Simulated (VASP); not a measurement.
Here is a VASP 6.6.1 calculation.

The input INCAR:

```
ALGO     = Normal         # electronic algorithm
EDIFF    = 1E-7           # SCF threshold, eV
ENCUT    = 520            # plane-wave cutoff, eV
GGA      = PE             # functional
ISIF     = 2              # what is computed and relaxed
ISMEAR   = -1             # smearing method
IVDW     = 12             # dispersion correction
LASPH    = True           # aspherical terms in the spheres
LCHARG   = False          # write CHGCAR
LREAL    = False          # projectors in reciprocal space
LWAVE    = False          # write WAVECAR
NBANDS   = 12             # bands
NELM     = 100            # most SCF steps
PREC     = Accurate       # precision mode
SIGMA    = 0.15           # smearing width, eV
```

The input KPOINTS:

```
k-points
0
Gamma
  12 12 12
```

File POSCAR:

```
Sb
1.0
    2.1154077441      1.2213312305      3.4671991940
   -2.1154077441      1.2213312305      3.4671991940
    0.0000000000     -2.4426624610      3.4671991940
Sb
2
Direct
    0.2464946055      0.2464946055      0.2464946055
    0.7535053945      0.7535053945      0.7535053945
```

Potentials or basis: VASP PAW PBE potentials, release 64 (Sb).

Run with:

```bash
$ cat potpaw_PBE.64/Sb/POTCAR > POTCAR
$ mpirun -np 1 vasp_std > vasp.out
```

(1) What does it give for the pressure?

(2) Predict the band gap on the k mesh.

Answers

(1) 5.1 GPa.

(2) zero (bands 5 and 6 overlap by 0.80 eV).

Caveat: the cell stands under pressure; spin-orbit coupling is left out, which moves the levels of the heavy elements.
